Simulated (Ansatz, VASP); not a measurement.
## One calculation of TaC, two programs

Contents of INCAR:

```
PREC = Accurate
ENCUT = 600
EDIFF = 1E-7
ISMEAR = -1
SIGMA = 0.1
LREAL = F
LASPH = T
NELM = 120
ALGO = Normal
ISIF = 3
LWAVE = F
LCHARG = F
GGA = PE
IBRION = 2
NSW = 80
EDIFFG = -0.01
GGA_COMPAT = F
NELMIN = 4
```

The input KPOINTS:

```
regular mesh
0
Gamma
  13 13 13
```

The input POSCAR:

```
TaC
1.0
    0.0000000000      2.2230000000      2.2230000000
    2.2230000000      0.0000000000      2.2230000000
    2.2230000000      2.2230000000      0.0000000000
Ta C
1 1
Direct
    0.0000000000      0.0000000000      0.0000000000
    0.5000000000      0.5000000000      0.5000000000
```

Input for Ansatz:

```yaml
crystal:
  lattice:
    - [0.0, 2.223, 2.223]
    - [2.223, 0.0, 2.223]
    - [2.223, 2.223, 0.0]
  atoms:
    - { symbol: Ta, position: [0.0, 0.0, 0.0] }
    - { symbol: C, position: [0.5, 0.5, 0.5] }
basis:
  ecutwfc: 470.0
kpoints:
  mp_grid:
    grid: [13, 13, 13]
hamiltonian:
  xc: pbe
  dispersion: none
scf:
  occupations:
    method: fermi_dirac
    width: 0.1
relax:
  cell: {}
```

Alike in both runs: task relaxation of cell and atoms; functional PBE; k mesh 13 × 13 × 13; occupations fermi-dirac, width 0.1 eV; no spin polarisation.

```csv
,VASP,Ansatz
version,VASP 6.6.1,Ansatz 0.2.0
potentials or method,"VASP PAW PBE potentials, release 64 (Ta_pv, C), cutoff 600 eV","plane waves, PAW"
valence electrons in the cell,15,17
```

|  | VASP | Ansatz | Ansatz less VASP |
| --- | --- | --- | --- |
| relaxed volume (Å³/atom) | 11.23 | 11.21 | -0.026 |
| relaxed length of the cell vector where the two differ most in proportion (Å) | 3.167 | 3.165 | -0.0024 |

VASP's potentials hold 15 valence electrons a cell and Ansatz's 17, so a difference there can come from the potentials and not from the codes.

Neither program's run includes spin-orbit coupling.
